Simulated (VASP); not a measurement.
# PbSe (Fm-3m) in VASP: further runs, part 2 of 2

VASP 6.6.1. Earlier steps stand in the parts before.

### Step 4. Single point, r2SCAN, non-collinear spin, zero start, spin-orbit coupling (strain +3.0%)

The input, POSCAR:

```
PbSe
1.0
    0.0000000000      3.1813632861      3.1813632861
    3.1813632861      0.0000000000      3.1813632861
    3.1813632861      3.1813632861      0.0000000000
Pb Se
1 1
Direct
    0.0000000000      0.0000000000      0.0000000000
    0.5000000000      0.5000000000      0.5000000000
```

The input, INCAR.step1:

```
  PREC = Accurate
  ENCUT = 520
  ISMEAR = -1
  SIGMA = 0.02
  LREAL = False
  LASPH = True
  NELM = 150
  LNONCOLLINEAR = True
  MAGMOM = 0 0 0 0 0 0
  LSORBIT = True
  GGA_COMPAT = False
  NBANDS = 32
  GGA = PE
  ALGO = Normal
  EDIFF = 1E-4
  LWAVE = True
  LCHARG = False
```

The input, INCAR.step2:

```
  PREC = Accurate
  ENCUT = 520
  EDIFF = 1E-6
  ISMEAR = -1
  SIGMA = 0.02
  LREAL = False
  LASPH = True
  NELM = 150
  ALGO = Normal
  ISIF = 2
  LWAVE = False
  LCHARG = False
  LNONCOLLINEAR = True
  MAGMOM = 0 0 0 0 0 0
  LORBIT = 11
  LSORBIT = True
  GGA_COMPAT = False
  LORBMOM = True
  METAGGA = R2SCAN
  LMIXTAU = True
  NBANDS = 32
  ISTART = 1
```

The input, KPOINTS:

```
Automatic mesh
0
Gamma
  8 8 8
```

Potentials or basis: VASP PAW PBE potentials, release 64 (Pb_d, Se).

The run is started by

```bash
> cat potpaw_PBE.64/Pb_d/POTCAR potpaw_PBE.64/Se/POTCAR > POTCAR
> cp INCAR.step1 INCAR
> mpirun -np 1 vasp_ncl > vasp.out
> cp INCAR.step2 INCAR
> mpirun -np 1 vasp_ncl > vasp.out
```

OUTCAR:

```text
PREC = Accurate
   ENCUT = 520
   EDIFF = 1E-6
   ISMEAR = -1
   LREAL = False
   LASPH = True
   NELM = 150
   ISIF = 2
   LNONCOLLINEAR = True
   LORBIT = 11
   LSORBIT = True
   METAGGA = R2SCAN
   ISTART = 1

 ion  position               nearest neighbor table
   1  0.000  0.000  0.000-   2 3.18   2 3.18   2 3.18   2 3.18   2 3.18   2 3.18
   2  0.500  0.500  0.500-   1 3.18   1 3.18   1 3.18   1 3.18   1 3.18   1 3.18

  LATTYP: Found a face centered cubic cell.
 ALAT       =     6.3627265722

  Lattice vectors:

 A1 = (   0.0000000000,   3.1813632861,   3.1813632861)
 A2 = (   3.1813632861,   0.0000000000,   3.1813632861)
 A3 = (   3.1813632861,   3.1813632861,   0.0000000000)

Analysis of symmetry for initial positions (statically):
=====================================================================
 Subroutine PRICEL returns:
 Original cell was already a primitive cell.

 Routine SETGRP: Setting up the symmetry group for a
 face centered cubic supercell.

 Subroutine GETGRP returns: Found 48 space group operations
 (whereof 48 operations were pure point group operations)
[... 1102 lines left out ...]
     0.0000000     0.0000000     0.0000000     0.0000000     0.0000000     0.0000000     0.0000000
     0.0000000     0.0000000     0.0000000     0.0000000     0.0000000     0.0000000     0.0000000
     0.0000000     0.0000000     0.0000000     0.0000000     0.0000000     0.0000000     0.0000000
     0.0000000     0.0000000     0.0000000     0.0000000     0.0000000     0.0000000     0.0000000
     0.0000000     0.0000000     0.0000000     0.0000000     0.0000000     0.0000000     0.0000000
     0.0000000     0.0000000     0.0000000     0.0000000     0.0000000     0.0000000     0.0000000

 Ion:    2  E_soc:     -0.0467699
 l=   1
     0.0000000    -0.0078044    -0.0078044
    -0.0078044     0.0000000    -0.0078044
    -0.0078044    -0.0078044     0.0000000
 l=   2
     0.0000000    -0.0000011     0.0000000    -0.0000011     0.0000105
    -0.0000011     0.0000000     0.0000079    -0.0000011     0.0000026
     0.0000000     0.0000079     0.0000000     0.0000079     0.0000000
    -0.0000011    -0.0000011     0.0000079     0.0000000     0.0000026
     0.0000105     0.0000026     0.0000000     0.0000026     0.0000000
 l=   3
     0.0000000     0.0000000     0.0000000     0.0000000     0.0000000     0.0000000     0.0000000
     0.0000000     0.0000000     0.0000000     0.0000000     0.0000000     0.0000000     0.0000000
     0.0000000     0.0000000     0.0000000     0.0000000     0.0000000     0.0000000     0.0000000
     0.0000000     0.0000000     0.0000000     0.0000000     0.0000000     0.0000000     0.0000000
     0.0000000     0.0000000     0.0000000     0.0000000     0.0000000     0.0000000     0.0000000
     0.0000000     0.0000000     0.0000000     0.0000000     0.0000000     0.0000000     0.0000000
     0.0000000     0.0000000     0.0000000     0.0000000     0.0000000     0.0000000     0.0000000

 total charge

# of ion       s       p       d       tot
------------------------------------------
    1        1.470   0.478   9.827  11.776
    2        1.461   2.348   0.011   3.820
--------------------------------------------------
tot          2.931   2.826   9.838  15.596

 magnetization (x)

# of ion       s       p       d       tot
------------------------------------------
    1        0.000   0.000   0.000   0.000
    2        0.000   0.000  -0.000   0.000
--------------------------------------------------
tot          0.000   0.000  -0.000   0.000

 magnetization (y)

# of ion       s       p       d       tot
------------------------------------------
    1        0.000   0.000   0.000   0.000
    2       -0.000   0.000   0.000  -0.000
--------------------------------------------------
tot         -0.000   0.000   0.000  -0.000

 magnetization (z)

# of ion       s       p       d       tot
------------------------------------------
    1        0.000  -0.000  -0.000  -0.000
    2        0.000   0.000   0.000   0.000
--------------------------------------------------
tot          0.000  -0.000  -0.000  -0.000
```

OUTCAR.step1:

```text
PREC = Accurate
   ENCUT = 520
   ISMEAR = -1
   LREAL = False
   LASPH = True
   NELM = 150
   LNONCOLLINEAR = True
   LSORBIT = True
[... 1124 lines left out ...]
     0.0000000     0.0000000     0.0000000     0.0000000     0.0000000     0.0000000     0.0000000
     0.0000000     0.0000000     0.0000000     0.0000000     0.0000000     0.0000000     0.0000000
     0.0000000     0.0000000     0.0000000     0.0000000     0.0000000     0.0000000     0.0000000
     0.0000000     0.0000000     0.0000000     0.0000000     0.0000000     0.0000000     0.0000000
     0.0000000     0.0000000     0.0000000     0.0000000     0.0000000     0.0000000     0.0000000

=======================================================================

 ========================================================
```

Wall time 22 min (1 thread of Intel Xeon 8259CL, shared host); peak memory 0.5 GiB.

What came out:

| Quantity | Value |
| --- | --- |
| Free energy | -72.2633 eV |
| Pressure | -3.8 GPa |
| Net moment | 0.00 μB per cell |
| Valence electrons inside the program's atomic spheres | Pb 11.78; Se 3.82 |

Moments on the atoms (μB; x, y, z):
```
Pb  0.00 0.00 0.00
Se  0.00 0.00 0.00
```

Caveat: the cell differs from its parent crystal (strain +3.0%); the cell stands under tension; the PAW data sets were made with another functional, which shifts forces and pressure a little.

### Step 5. The runs side by side

```csv
cell,pressure (GPa),moment (μB)
"a = 4.412 Å, angles 60.0°, 2 atoms",-1.6,0.00
"a = 4.455 Å, angles 60.0°, 2 atoms",-2.8,0.00
"a = 4.499 Å, angles 60.0°, 2 atoms",-3.8,0.00
```

Alike in all rows: task single point; level r2SCAN; potentials or basis VASP PAW PBE potentials, release 64 (Pb_d, Se); spin non-collinear, zero start, SOC; k mesh 8 × 8 × 8; cutoff (eV) 520; smearing fermi-dirac 0.02 eV.

Caveats: the PAW data sets were made with another functional, which shifts forces and pressure a little; the cell stands under tension (at least some runs).

Absolute energies hang on the potentials; compare differences alone.
